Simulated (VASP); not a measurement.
A run of VASP 6.6.1:

Contents of POSCAR:

```
AlCo3
1.0
    3.5749480000      0.0000000000      0.0000000000
    0.0000000000      3.5749480000      0.0000000000
    0.0000000000      0.0000000000      3.5749480000
Al Co
1 3
Direct
    0.0000000000      0.0000000000      0.0000000000
    0.5000000000      0.5000000000      0.0000000000
    0.5000000000      0.0000000000      0.5000000000
    0.0000000000      0.5000000000      0.5000000000
```

INCAR.step1

```
PREC = Accurate
ENCUT = 520
ISMEAR = 1
SIGMA = 0.2
LREAL = F
LASPH = T
NELM = 150
ISPIN = 2
MAGMOM = 0 1.76 1.76 1.76
LMAXMIX = 4
NBANDS = 27
GGA = PE
ALGO = Normal
EDIFF = 1E-4
LWAVE = T
LCHARG = F
```

The input INCAR.step2:

```
PREC = Accurate
ENCUT = 520
EDIFF = 1E-6
ISMEAR = 1
SIGMA = 0.2
LREAL = F
LASPH = T
NELM = 150
ALGO = Normal
ISIF = 2
LWAVE = F
LCHARG = F
ISPIN = 2
MAGMOM = 0 1.76 1.76 1.76
LORBIT = 11
LMAXMIX = 4
METAGGA = R2SCAN
LMIXTAU = T
NBANDS = 27
ISTART = 1
```

KPOINTS

```
Automatic mesh
0
Gamma
  12 12 12
```

Potentials or basis: VASP PAW PBE potentials, release 64 (Al, Co).

Command:

```console
$ cat potpaw_PBE.64/Al/POTCAR potpaw_PBE.64/Co/POTCAR > POTCAR
$ cp INCAR.step1 INCAR
$ mpirun -np 1 vasp_std > vasp.out
$ cp INCAR.step2 INCAR
$ mpirun -np 1 vasp_std > vasp.out
```

Hardware: 1 thread of Intel Xeon 8259CL, on a shared host.

Task: Estimate the wall time of this run.

Result: Wall time 15 min on 1 thread of Intel Xeon 8259CL, on a shared host, peak memory 0.29 GiB. Counts: k points 84.
